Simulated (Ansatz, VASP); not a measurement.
## One calculation of SnTe2, two programs

```
CELL_PARAMETERS angstrom
0.00000 3.72226 3.72226
3.72226 0.00000 3.72226
3.72226 3.72226 0.00000
ATOMIC_POSITIONS crystal
Sn 0.00000 0.00000 0.00000
Te 0.25000 0.25000 0.25000
Te 0.75000 0.75000 0.75000
```

Alike in both runs: functional PBE; k mesh 10 × 10 × 10; occupations fermi-dirac, width 0.05 eV; no spin polarisation.

Ansatz relaxed the structure, and its values are those at the end. VASP's run is a single point on that final structure, the one shown.

|  | VASP | Ansatz |
| --- | --- | --- |
| version | VASP 6.6.1 | Ansatz 0.2.0 |
| potentials or method | VASP PAW PBE potentials, release 64 (Sn_d, Te) | PAW with Ansatz's default frozen-core files, scalar-relativistic |
| plane-wave cutoff (eV) | 520 | 420 |
| valence electrons in the cell | 26 | 46 |

|  | VASP | Ansatz | Ansatz less VASP |
| --- | --- | --- | --- |
| pressure (GPa) | 0.0 | 0.0 | +0.04 |

With one functional, cell and mesh, what is left measures potentials, basis and numerics. VASP's potentials hold 26 valence electrons a cell and Ansatz's 46, so a difference there can come from the potentials and not from the codes.

Neither program's run includes spin-orbit coupling.
